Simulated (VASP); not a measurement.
# Sn3IO7 (a cell with a defect) in VASP: single point with PBEsol

Aim: the single point of Sn3IO7 (a cell with a defect) with PBEsol.

Program: VASP 6.6.1. These are calculated values, not measurements. Logs are shortened: lines on timing, memory, paths and dates and some standing lists are left out, and cuts for length are marked.

### Step 1. The cell of the first run

The cell holds a defect, 11 atoms: a = 4.769 Å, b = 4.769 Å, c = 6.424 Å, α = 90.00°, β = 90.00°, γ = 90.00°.

### Step 2. Single point, PBEsol, collinear spin

File INCAR:

```
SYSTEM = Sn3IO7
ALGO = Normal ; EDIFF = 1E-7
ENCUT = 520 ; GGA = PS
ISIF = 2 ; ISMEAR = 0
ISPIN = 2 ; LASPH = .TRUE.
LCHARG = .FALSE. ; LORBIT = 11
LREAL = .FALSE. ; LWAVE = .FALSE.
MAGMOM = 0 0.375 0.375 0 0 0.375 0.375 0.375 0.375 0.375 0.375 ; NBANDS = 60
NELECT = 93.0 ; NELM = 150
PREC = Accurate ; SIGMA = 0.05
```

File KPOINTS:

```
Automatic mesh
0
Gamma
  2 2 2
  0.5 0.5 0.5
```

File POSCAR:

```
Sn3IO7
1.0
    4.7690460000      0.0000000000      0.0000000000
    0.0000000000      4.7690460000      0.0000000000
    0.0000000000      0.0000000000      6.4242020000
Sn O I
3 7 1
Direct
    0.0009400000      0.9965950000      0.9971390000
    0.4964190000      0.5025670000      0.2524140000
    0.4992390000      0.5018700000      0.7554010000
    0.3037500000      0.3083210000      0.9988080000
    0.6954840000      0.6952870000      0.9994020000
    0.7020800000      0.6970740000      0.4978690000
    0.1906650000      0.8058280000      0.2471240000
    0.1953920000      0.8097670000      0.7544240000
    0.8074510000      0.1912720000      0.2529500000
    0.8095860000      0.1969270000      0.7530010000
    0.3077170000      0.3072300000      0.4990730000
```

Potentials or basis: VASP PAW PBE potentials, release 64 (Sn_d, O, I).

Run with:

```bash
$ cat potpaw_PBE.64/Sn_d/POTCAR potpaw_PBE.64/O/POTCAR potpaw_PBE.64/I/POTCAR > POTCAR
$ mpirun -np 1 vasp_std > vasp.out
```

OUTCAR:

```text
SYSTEM = Sn3IO7
   EDIFF = 1E-7
   ENCUT = 520
   GGA = PS
   ISIF = 2
   ISMEAR = 0
   ISPIN = 2
   LASPH = .TRUE.
   LORBIT = 11
   LREAL = .FALSE.
   NELECT = 93.0
   NELM = 150
   PREC = Accurate

 ion  position               nearest neighbor table
   1  0.001  0.997  0.997-   8 2.02   5 2.05  10 2.05   7 2.06   4 2.07   9 2.10   3 3.69   3 3.70
                             2 3.72   3 3.72   3 3.73   2 3.75   2 3.75
   2  0.496  0.503  0.252-  11 2.05   7 2.05   6 2.08   4 2.09   5 2.09   9 2.10   3 3.19   3 3.23
                             1 3.72   1 3.75   1 3.75
   3  0.499  0.502  0.755-   4 2.04   5 2.05   8 2.06  10 2.08  11 2.10   6 2.13   2 3.19   2 3.23
                             1 3.69   1 3.70   1 3.72   1 3.73
   4  0.304  0.308  0.999-   3 2.04   1 2.07   2 2.09
   5  0.695  0.695  0.999-   3 2.05   1 2.05   2 2.09
   6  0.702  0.697  0.498-   2 2.08   3 2.13  11 2.64
   7  0.191  0.806  0.247-   2 2.05   1 2.06
   8  0.195  0.810  0.754-   1 2.02   3 2.06
   9  0.807  0.191  0.253-   2 2.10   1 2.10
  10  0.810  0.197  0.753-   1 2.05   3 2.08
  11  0.308  0.307  0.499-   2 2.05   3 2.10   6 2.64

  LATTYP: Found a simple tetragonal cell.
 ALAT       =     4.7690460000
 C/A-ratio  =     1.3470622846

  Lattice vectors:

 A1 = (   4.7690460000,   0.0000000000,   0.0000000000)
 A2 = (   0.0000000000,   4.7690460000,   0.0000000000)
 A3 = (   0.0000000000,   0.0000000000,   6.4242020000)

Analysis of symmetry for initial positions (statically):
=====================================================================
 Subroutine PRICEL returns:
 Original cell was already a primitive cell.

 Routine SETGRP: Setting up the symmetry group for a
 simple tetragonal supercell.

 Subroutine GETGRP returns: Found  1 space group operations
 (whereof  1 operations were pure point group operations)
 out of a pool of 16 trial point group operations.

The static configuration has the point symmetry C_1 .

Analysis of symmetry for dynamics (positions and initial velocities):
=====================================================================
 Subroutine PRICEL returns:
 Original cell was already a primitive cell.

 Routine SETGRP: Setting up the symmetry group for a
 simple tetragonal supercell.

 Subroutine GETGRP returns: Found  1 space group operations
 (whereof  1 operations were pure point group operations)
 out of a pool of 16 trial point group operations.

The dynamic configuration has the point symmetry C_1 .

Analysis of structural, dynamic, and magnetic symmetry:
=====================================================================
 Subroutine PRICEL returns:
 Original cell was already a primitive cell.

 Routine SETGRP: Setting up the symmetry group for a
 simple tetragonal supercell.

 Subroutine GETGRP returns: Found  1 space group operations
 (whereof  1 operations were pure point group operations)
 out of a pool of 16 trial point group operations.

The overall configuration has the point symmetry C_1 .

 Subroutine INISYM returns: Found  1 space group operations
 (whereof  1 operations are pure point group operations),
 and found     1 'primitive' translations

----------------------------------------------------------------------------------------

                                     Primitive cell

  volume of cell :     146.1108

  direct lattice vectors                    reciprocal lattice vectors
     4.769046000  0.000000000  0.000000000     0.209685543  0.000000000  0.000000000
     0.000000000  4.769046000  0.000000000     0.000000000  0.209685543  0.000000000
     0.000000000  0.000000000  6.424202000     0.000000000  0.000000000  0.155661357

  length of vectors
     4.769046000  4.769046000  6.424202000     0.209685543  0.209685543  0.155661357

  position of ions in fractional coordinates (direct lattice)
     0.000940000  0.996595000  0.997139000
     0.496419000  0.502567000  0.252414000
     0.499239000  0.501870000  0.755401000
     0.303750000  0.308321000  0.998808000
     0.695484000  0.695287000  0.999402000
     0.702080000  0.697074000  0.497869000
     0.190665000  0.805828000  0.247124000
     0.195392000  0.809767000  0.754424000
[... 62 lines left out ...]
   ISPIN  =      2    spin polarized calculation?
   LNONCOLLINEAR =      F non collinear calculations
   LSORBIT =      F    spin-orbit coupling
   LASPH  =      T    aspherical Exc in radial PAW
   ENCUT  =  520.0 eV  38.22 Ry    6.18 a.u.   8.87  8.87 11.94*2*pi/ulx,y,z
   NELM   =    150;   NELMIN=  2; NELMDL= -5     # of ELM steps
   EDIFF  = 0.1E-06   stopping-criterion for ELM
   LREAL  =      F    real-space projection
   EDIFFG = 0.1E-05   stopping-criterion for IOM
   NSW    =      0    number of steps for IOM
   IBRION =     -1    ionic relax: 0-MD 1-quasi-New 2-CG
   NFREE  =      0    steps in history (QN), initial steepest desc. (CG)
   ISIF   =      2    stress and relaxation
   ISYM   =      2    0-nonsym 1-usesym 2-fastsym
   POTIM  = 0.5000    time-step for ionic-motion
   TEBEG  =    0.0;   TEEND  =   0.0 temperature during run
   PSTRESS=    0.0 pullay stress
   NELECT =      93.0000    total number of electrons
   NUPDOWN=      -1.0000    fix difference up-down
   EMIN   =  10.00;   EMAX   =-10.00  energy-range for DOS
   EFERMI =   0.00;   METHOD = LEGACY
   ISMEAR =     0;   SIGMA  =   0.05  broadening in eV -4-tet -1-fermi 0-gaus
   EFERMI_NEDOS =   21; number of points for ismear=-14 and -15
   IALGO  =     38    algorithm
   IMIX   =      4    mixing-type and parameters
     AMIX     =   0.40;   BMIX     =  1.00
     AMIX_MAG =   1.60;   BMIX_MAG =  1.00
  volume/ion in A,a.u.               =      13.28        89.64
  Fermi-wavevector in a.u.,A,eV,Ry     =   1.408235  2.661178 26.982058  1.983125
  Thomas-Fermi vector in A             =   2.530413
   LORBIT       =     11    0 simple, 1 ext, 2 COOP (PROOUT), +10 PAW based schemes
   GGA     = PS    functional components
   LHFCALC =     F    Hartree Fock is set to
   AEXX    =    0.0000 exact exchange contribution
   IVDW    =     0    specifies the selected vdW correction
   LEPSILON=     F    determine dielectric tensor
   LRPA    =     F    only Hartree local field effects (RPA)
 spin polarized calculation
 Gauss-broadening in eV      SIGMA  =   0.05
  energy-cutoff  :      520.00
  volume of cell :      146.11
 maximum number of plane-waves:      3933
   NGX = 17   NGY = 17   NGZ = 23

 number of electron      92.9999990 magnetization       0.9999946

 Free energy of the ion-electron system (eV)
  ---------------------------------------------------
  ext. energy  EPLUGINS =         0.00000000
  ---------------------------------------------------
  free energy    TOTEN  =       -38.38561499 eV

  energy without entropy =      -38.38492470  energy(sigma->0) =      -38.38526984

 E-fermi :   6.2184     XC(G=0): -11.3059

 val. band max:        6.1329147766   @ k =   0.2500   0.2500   0.2500
 cond. band min:       6.3034190038   @ k =   0.2500   0.2500   0.2500
 fundamental gap:      0.1705042271
 Fermi energy:         6.2183638227

 spin component 1

 k-point     1 :       0.2500    0.2500    0.2500
  band No.  band energies     occupation
      1     -16.9445      1.00000
      2     -16.3039      1.00000
      3     -16.0272      1.00000
      4     -15.6818      1.00000
      5     -15.6665      1.00000
      6     -15.5858      1.00000
[... 233 lines left out ...]
     57      15.4800      0.00000
     58      15.9880      0.00000
 Fermi energy:         6.2183638227

 spin component 2

 k-point     1 :       0.2500    0.2500    0.2500
  band No.  band energies     occupation
      1     -16.9087      1.00000
      2     -16.2826      1.00000
      3     -16.0032      1.00000
      4     -15.6760      1.00000
      5     -15.6612      1.00000
      6     -15.5809      1.00000
[... 233 lines left out ...]
     57      15.5497      0.00000
     58      16.0513      0.00000
 [bands above 58 left out]

------------------------ aborting loop because EDIFF is reached ----------------------------------------

  FORCE on cell =-STRESS in cart. coord.  units (eV):
  Direction    XX          YY          ZZ          XY          YZ          ZX
  --------------------------------------------------------------------------------------
  -------------------------------------------------------------------------------------
  Total       42.8080483     44.4556483     78.9911501     20.3601838     -2.3409039     -2.1346171
  in kB      469.4115799    487.4783349    866.1773213    223.2595600    -25.6691780    -23.4071402
  external PRESSURE =     607.6890787 kB  Pullay stress =       0.0000000 kB

 VOLUME and BASIS-vectors are now :
 -----------------------------------------------------------------------------
  energy-cutoff  :      520.00
  volume of cell :      146.11
      direct lattice vectors                 reciprocal lattice vectors
     4.769046000  0.000000000  0.000000000     0.209685543  0.000000000  0.000000000
     0.000000000  4.769046000  0.000000000     0.000000000  0.209685543  0.000000000
     0.000000000  0.000000000  6.424202000     0.000000000  0.000000000  0.155661357

 POSITION                                       TOTAL-FORCE (eV/Angst)
 -----------------------------------------------------------------------------------
      0.00448      4.75281      6.40582        -0.250167      0.279805      0.589424
      2.36745      2.39677      1.62156        10.396933     10.326161    -17.074913
      2.38089      2.39344      4.85285         8.576471      8.579158     13.445820
      1.44860      1.47040      6.41654        -0.007736     -0.116387      0.334202
      3.31680      3.31586      6.42036        -0.267169     -0.222465      0.278143
      3.34825      3.32438      3.19841        -0.320104     -0.220138      0.298082
      0.90929      3.84303      1.58757         0.610258     -0.107557     -0.787542
      0.93183      3.86182      4.84657         0.698909     -0.346789      0.472025
      3.85077      0.91218      1.62500        -0.199818      0.620848     -1.125509
      3.86095      0.93915      4.83743        -0.300736      0.571818      0.719390
      1.46752      1.46519      3.20615       -18.936841    -19.364454      2.850878
 -----------------------------------------------------------------------------------
    total drift:                                0.001001      0.000767     -0.000163

  FREE ENERGIE OF THE ION-ELECTRON SYSTEM (eV)
  ---------------------------------------------------
  free  energy   TOTEN  =       -38.3856149860 eV

  energy  without entropy=      -38.3849247030  energy(sigma->0) =      -38.38526984

 total charge

# of ion       s       p       d       tot
------------------------------------------
    1        0.931   1.167  10.412  12.510
    2        1.049   1.508  10.529  13.086
    3        1.032   1.471  10.519  13.022
    4        1.567   3.531   0.000   5.098
    5        1.565   3.524   0.000   5.089
    6        1.590   3.358   0.000   4.948
    7        1.573   3.445   0.000   5.018
    8        1.571   3.456   0.000   5.028
    9        1.575   3.414   0.000   4.988
   10        1.572   3.440   0.000   5.012
   11        1.585   3.221   0.188   4.995
--------------------------------------------------
tot         15.610  31.536  31.648  78.793

 magnetization (x)

# of ion       s       p       d       tot
------------------------------------------
    1       -0.003  -0.002   0.003  -0.002
    2       -0.001  -0.001   0.015   0.014
    3       -0.001  -0.001   0.014   0.012
    4        0.001   0.021   0.000   0.022
    5        0.000   0.016   0.000   0.017
    6        0.004   0.338   0.000   0.342
    7        0.002   0.061   0.000   0.062
    8        0.002   0.054   0.000   0.056
    9        0.003   0.102   0.000   0.104
   10        0.002   0.076   0.000   0.078
   11        0.006   0.175  -0.002   0.178
--------------------------------------------------
tot          0.015   0.839   0.029   0.884
```

Wall time 2.1 min (1 thread of Intel Xeon 8259CL, shared host); peak memory 0.31 GiB.

Results:

```
Free energy                                           : -38.3856 eV
Largest force                                         : 27.234 eV/Å
Net moment                                            : 1.00 μB per cell
Site moments                                          : Sn -0.00, +0.01 (each value once); O +0.02, +0.34, +0.06, +0.10, +0.08 (each value once); I +0.18 μB
Valence electrons inside the program's atomic spheres : Sn 12.51, 13.09, 13.02; O 5.10, 5.09, 4.95, 5.02, 5.03, 4.99, 5.01; I 5.00
```

Forces in eV/Å, atoms in the order of the input:
```
Sn   -0.250   0.280   0.589
Sn   10.397  10.326 -17.075
Sn    8.576   8.579  13.446
O    -0.008  -0.116   0.334
O    -0.267  -0.222   0.278
O    -0.320  -0.220   0.298
O     0.610  -0.108  -0.788
O     0.699  -0.347   0.472
O    -0.200   0.621  -1.126
O    -0.301   0.572   0.719
I   -18.937 -19.364   2.851
```

Levels at points of the mesh, in eV from the Fermi level:
Spin up:
```
           k point  band 45  band 46  band 47  band 48  band 49  band 50
(0.25, 0.25, 0.25)    -0.72    -0.48    -0.24     3.81     4.53     5.35
```
Spin down:
| k point | band 44 | band 45 | band 46 | band 47 | band 48 | band 49 |
| --- | --- | --- | --- | --- | --- | --- |
| (0.25, 0.25, 0.25) | -0.75 | -0.57 | -0.09 | 0.09 | 3.89 | 4.62 |

Caveat: the k points lie up to 0.66 Å⁻¹ apart; the cell carries a net charge on a neutralising background, which shifts energy and pressure; the cell is charged against a uniform background, so pressure and absolute levels hang on convention; the PAW data sets were made with another functional, which shifts forces and pressure a little; spin-orbit coupling is left out, which moves the levels of the heavy elements.
